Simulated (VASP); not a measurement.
Here is a VASP 6.6.1 calculation.

File INCAR:

```
SYSTEM = Ge
PREC = Accurate
ENCUT = 520
EDIFF = 1E-6
ISMEAR = 0
SIGMA = 0.15
LREAL = .False.
LASPH = .True.
NELM = 60
ALGO = Normal
ISIF = 2
LWAVE = .False.
LCHARG = .True.
GGA = PE
LELF = .True.
LVHAR = .True.
NBANDS = 21
```

KPOINTS

```
regular mesh
0
Gamma
  14 14 14
  0 0 0
```

The input POSCAR:

```
Ge
1.0
    0.0000000000      2.7455257010      2.9171210573
    2.7455257010      0.0000000000      2.9171210573
    2.7455257010      2.7455257010      0.0000000000
Ge
2
Direct
    0.5000000000      0.5000000000      0.5000000000
    0.7500000000      0.7500000000      0.7500000000
```

Potentials or basis: VASP PAW PBE potentials, release 64 (Ge_d).

Launch:

```sh
$ cat potpaw_PBE.64/Ge_d/POTCAR > POTCAR
$ mpirun -np 1 vasp_std > vasp.out
```

(1) Predict the pressure.

Results:

(1) 5.9 GPa.
